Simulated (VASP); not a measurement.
Here is a VASP 6.6.1 calculation.

The input POSCAR:

```
MnPtO6
1.0
    4.6856717400      0.0000000000      0.0000000000
   -2.3428358700      4.0579152600      0.0000000000
   -2.3428358700      1.3526387500      4.3340087600
Mn O Pt
1 6 1
Direct
    0.5000000000      0.5000000000      0.5000000000
    0.2420000000      0.1180000000      0.7510000000
    0.8820000000      0.3730000000      0.7510000000
    0.6270000000      0.7580000000      0.7510000000
    0.7580000000      0.8820000000      0.2490000000
    0.1180000000      0.6270000000      0.2490000000
    0.3730000000      0.2420000000      0.2490000000
    0.0000000000      0.0000000000      0.0000000000
```

File INCAR.step1:

```
SYSTEM = MnPtO6
ALGO = Normal ; EDIFF = 1E-4
ENCUT = 520 ; GGA = PE
ISMEAR = -1 ; LASPH = .True.
LCHARG = .False. ; LDAU = .True.
LDAUJ = 0 0 0 ; LDAUL = 2 -1 -1
LDAUTYPE = 2 ; LDAUU = 5.1 0 0
LMAXMIX = 4 ; LREAL = .False.
LWAVE = .True. ; NBANDS = 40
NELM = 150 ; PREC = Accurate
SIGMA = 0.1
```

The input INCAR.step2:

```
SYSTEM = MnPtO6
ALGO = Normal ; EDIFF = 1E-7
ENCUT = 520 ; ISIF = 2
ISMEAR = -1 ; ISTART = 1
LASPH = .True. ; LCHARG = .False.
LDAU = .True. ; LDAUJ = 0 0 0
LDAUL = 2 -1 -1 ; LDAUPRINT = 1
LDAUTYPE = 2 ; LDAUU = 5.1 0 0
LMAXMIX = 4 ; LMIXTAU = .True.
LREAL = .False. ; LWAVE = .False.
METAGGA = R2SCAN ; NBANDS = 40
NELM = 150 ; PREC = Accurate
SIGMA = 0.1
```

KPOINTS

```
k-points
0
Gamma
  5 5 5
  0 0 0
```

Potentials or basis: VASP PAW PBE potentials, release 64 (Mn_pv, O, Pt).

Command:

```sh
$ cat potpaw_PBE.64/Mn_pv/POTCAR potpaw_PBE.64/O/POTCAR potpaw_PBE.64/Pt/POTCAR > POTCAR
$ cp INCAR.step1 INCAR
$ mpirun -np 1 vasp_std > vasp.out
$ cp INCAR.step2 INCAR
$ mpirun -np 1 vasp_std > vasp.out
```

Estimate the pressure.

17.7 GPa.

Estimate the largest force.

3.336 eV/Å.

Forces in eV/Å, atoms in the order of the input:
```
Mn   0.000  0.000  0.000
O    2.892  0.033 -1.662
O   -1.474  2.489 -1.662
O   -1.418 -2.521 -1.662
O   -2.892 -0.033  1.662
O    1.474 -2.489  1.662
O    1.418  2.521  1.662
Pt   0.000  0.000  0.000
```

Caveat: the PAW data sets were made with another functional, which shifts forces and pressure a little; spin-orbit coupling is left out, which moves the levels of the heavy elements; an odd number of electrons without spin polarisation forces a metal; a magnetic or distorted state may lie lower; the run has no spin polarisation, though such a crystal can be magnetic; U without spin polarisation on a metal has little footing. Spin polarisation is off, so any magnetic state and its effect on volume and gap are missing.
